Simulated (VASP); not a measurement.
Input of a VASP 6.6.1 run:

File INCAR:

```
ALGO = Normal ; EDIFF = 1E-7
EDIFFG = -0.04 ; ENCUT = 600
GGA = PE ; IBRION = 2
ISIF = 3 ; ISMEAR = 0
LASPH = True ; LCHARG = False
LREAL = False ; LWAVE = False
NELM = 60 ; NSW = 90
PREC = Accurate ; SIGMA = 0.1
```

Contents of KPOINTS:

```
k-points
0
Gamma
  4 4 4
```

The input POSCAR:

```
Lu2Si3P
1.0
    4.4446587800      0.0000000000      0.0000000000
    0.0000000000      4.4446587800      0.0000000000
    0.0000000000      0.0000000000      5.9715842800
Lu Si P
2 3 1
Direct
    0.0000000000      0.5000000000      0.5000000000
    0.5000000000      0.0000000000      0.5000000000
    0.0000000000      0.0000000000      0.2008615600
    0.0000000000      0.0000000000      0.7991384400
    0.0000000000      0.0000000000      0.5000000000
    0.5000000000      0.5000000000      0.5000000000
```

Potentials or basis: VASP PAW PBE potentials, release 64 (Lu, Si, P).

Launch:

```sh
$ cat potpaw_PBE.64/Lu/POTCAR potpaw_PBE.64/Si/POTCAR potpaw_PBE.64/P/POTCAR > POTCAR
$ mpirun -np 1 vasp_std > vasp.out
```

(1) Predict the relaxed volume.

(2) Predict the space group after relaxing (to 0.1 Å).

(3) Predict the relaxed cell.

(4) Predict the band gap on the k mesh.

Answers

(1) 32.99 Å³/atom.

(2) P4/mmm (No. 123).

(3) a = 5.384 Å, b = 5.384 Å, c = 6.829 Å, α = 90.00°, β = 90.00°, γ = 90.00°.

(4) zero (an odd number of electrons rules out a gap without spin polarisation).

Caveat: the volume moved by over 15 % at a fixed basis, so the end points are rough; spin-orbit coupling is left out, which moves the levels of the heavy elements.
